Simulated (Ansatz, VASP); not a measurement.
**LiH in VASP and in Ansatz**

```
Li H
1.0
     1.37865   -2.74661    0.00000
     1.37865    2.74661    0.00000
     0.00000    0.00000    2.63855
Li H
1 1
Direct
  0.50000 0.50000 0.50000
  0.00000 0.00000 0.00000
```

Change from the starting cell: species swapped into the TiNb type (Cmmm, No. 65).

Alike in both runs: functional PBE; k mesh 14 × 14 × 14; occupations gaussian, width 0.01 eV; no spin polarisation.

Ansatz relaxed the structure, and its values are those at the end. VASP's run is a single point on that final structure, the one shown.

|  | VASP | Ansatz |
| --- | --- | --- |
| version | VASP 6.6.1 | Ansatz 0.2.0 |
| potentials or method | VASP PAW PBE potentials, release 64 (Li_sv, H), cutoff 520 eV | scalar-relativistic, plane waves, PAW |
| valence electrons in the cell | 4 | 4 |

```csv
,VASP,Ansatz,Ansatz less VASP
gap on the k mesh at the Fermi level (eV),0.07,0.07,+0.002
least direct gap on the mesh (eV),2.97,2.98,+0.009
```

Noted on VASP's run: the cutoff is under 1.25 times that of the potentials, so the pressure is a little rough.
